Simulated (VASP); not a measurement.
Wanted: the native input for a VASP 6.6.1 run.

| Item | Value |
| --- | --- |
| Task | relaxation of cell and atoms |
| Functional | PBE |
| Dispersion | D3(BJ) |
| Potentials or basis | VASP PAW PBE potentials, release 64 (Sn_d, Al) |
| Cutoff | 600 eV |
| k mesh | 7 × 7 × 8 |
| Occupations | fermi-dirac, width 0.05 eV |
| Spin | no spin polarisation |
| Dipole correction | no |
| Further INCAR settings | ALGO = Normal; EDIFF = 1e-06; IBRION = 2; EDIFFG = -0.01; NSW = 60; ISIF = 3 |

The structure of AlSn lies in POSCAR:

```
AlSn
1.0
    4.1981056157      0.0000000000      0.0000000000
   -2.0990528078      3.6356661109      0.0000000000
    0.0000000000      0.0000000000      3.3068470000
Sn Al
1 1
Direct
    0.3333333333      0.6666666667      0.5000000000
    0.0000000000      0.0000000000      0.0000000000
```

One way to write it, as run:

INCAR

```
SYSTEM = AlSn
PREC = Accurate
ENCUT = 600
EDIFF = 1E-6
ISMEAR = -1
SIGMA = 0.05
LREAL = .False.
LASPH = .True.
NELM = 80
ALGO = Normal
ISIF = 3
LWAVE = .False.
LCHARG = .False.
GGA = PE
IVDW = 12
IBRION = 2
NSW = 60
EDIFFG = -0.01
```

KPOINTS

```
regular mesh
0
Gamma
  7 7 8
  0 0 0
```

Potentials or basis: VASP PAW PBE potentials, release 64 (Sn_d, Al).

The run is started by

```sh
$ cat potpaw_PBE.64/Sn_d/POTCAR potpaw_PBE.64/Al/POTCAR > POTCAR
$ mpirun -np 1 vasp_std > vasp.out
```

Results of the run:

```
Relaxed volume                         : 24.31 Å³/atom
Relaxed cell                           : a = 4.133 Å, b = 4.133 Å, c = 3.286 Å, α = 90.00°, β = 90.00°, γ = 120.00°
Space group after relaxing (to 0.05 Å) : P-6m2 (No. 187)
Energy gained by relaxing              : 5.8 meV/atom
Ionic steps                            : 5
Pressure after relaxing                : 0.0 GPa
Dispersion energy per atom             : -0.321 eV
```

Caveat: pairwise dispersion overbinds metals, which lowers pressure and volume.

It took 2.9 min on 1 thread of AMD EPYC 7R13, with other jobs on the host, peak memory 0.19 GiB.
